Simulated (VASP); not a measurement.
Wanted: the native input for a VASP 6.6.1 run.

```
Task                   : single point
Functional             : PBE
Potentials or basis    : VASP PAW PBE potentials, release 64 (Ti_sv, Tl_d, Te)
Cutoff                 : 520 eV
k mesh                 : 4 × 4 × 4
Occupations            : gaussian, width 0.1 eV
Spin                   : no spin polarisation
Dipole correction      : no
Further INCAR settings : ALGO = Normal; EDIFF = 1e-07; NBANDS = 68
```

The structure of TiTl2Te3 lies in POSCAR:

```
TiTl2Te3
1.0
    4.2937335755     -6.4821133378      0.0000000000
    4.2937335755      6.4821133378      0.0000000000
   -2.5162737330      0.0000000000      6.8418019417
Ti Tl Te
2 4 6
Direct
    0.9169237631      0.0830762369      0.7500000000
    0.0830762369      0.9169237631      0.2500000000
    0.5785413883      0.4214586117      0.7500000000
    0.4214586117      0.5785413883      0.2500000000
    0.2686676269      0.7313323731      0.7500000000
    0.7313323731      0.2686676269      0.2500000000
    0.5000000000      0.0000000000      0.5000000000
    0.0000000000      0.5000000000      0.0000000000
    0.2526019809      0.1128422165      0.9988118688
    0.7473980191      0.8871577835      0.0011881312
    0.1128422165      0.2526019809      0.4988118688
    0.8871577835      0.7473980191      0.5011881312
```

The input as run:

INCAR

```
SYSTEM = TiTl2Te3
PREC = Accurate ; ENCUT = 520
EDIFF = 1E-7 ; ISMEAR = 0
SIGMA = 0.1 ; LREAL = .False.
LASPH = .True. ; NELM = 100
ALGO = Normal ; ISIF = 2
LWAVE = .False. ; LCHARG = .False.
GGA = PE ; NBANDS = 68
```

KPOINTS

```
regular mesh
0
Gamma
  4 4 4
  0 0 0
```

Potentials or basis: VASP PAW PBE potentials, release 64 (Ti_sv, Tl_d, Te).

Command:

```sh
$ cat potpaw_PBE.64/Ti_sv/POTCAR potpaw_PBE.64/Tl_d/POTCAR potpaw_PBE.64/Te/POTCAR > POTCAR
$ mpirun -np 1 vasp_std > vasp.out
```

Results of the run:

```yaml
Pressure: 0.0 GPa
Largest_force: 0.043 eV/Å
Band_gap_on_the_k_mesh: 0.11 eV (least direct gap 0.38 eV)
```

Caveat: spin-orbit coupling is left out, which moves the levels of the heavy elements.

Wall time 17 min on 1 thread of Intel(R) Xeon(R) Platinum 8259CL CPU @ 2.50GHz (Skylake/Cascade Lake) (shared host), peak memory 0.79 GiB.
